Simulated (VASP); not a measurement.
Runs of VASP 6.6.1 on MgO. It takes space group F-43m (No. 216, cubic). Conventional cell: a = 4.564 Å, b = 4.564 Å, c = 4.564 Å, α = 90.00°, β = 90.00°, γ = 90.00°. Mg (site symmetry -43m) has 4 O at 1.98 Å within 2.6 Å. Within 2.6 Å of O (site symmetry -43m) lie 4 Mg at 1.98 Å. 

```csv
level,k mesh,cutoff (eV),smearing,grid for exact exchange (PRECFOCK),share of exact exchange,screening parameter,gap on the mesh (eV),pressure (GPa)
PBE-based screened hybrid,4 × 4 × 4,520,gaussian 0.01 eV,Normal,0.75,0.5 1/Å,6.64,-5.5
r2SCAN+D3(BJ),6 × 6 × 6,520,gaussian 0.01 eV,-,-,-,(a),-2.0
PBE,4 × 4 × 4,600,gaussian 0.01 eV,-,-,-,3.64,3.3
r2SCAN,6 × 6 × 6,520,methfessel-paxton 0.5 eV,-,-,-,(c),(b)
```

Alike in all rows: task single point; potentials or basis VASP PAW PBE potentials, release 64 (Mg, O); no spin polarisation; cell as given.

Fill in the values left out.

(a) 4.32; (b) -0.7; (c) 4.33.

Caveats: some runs use coarse meshes; the PAW data sets were made with another functional, which shifts forces and pressure a little (some runs).

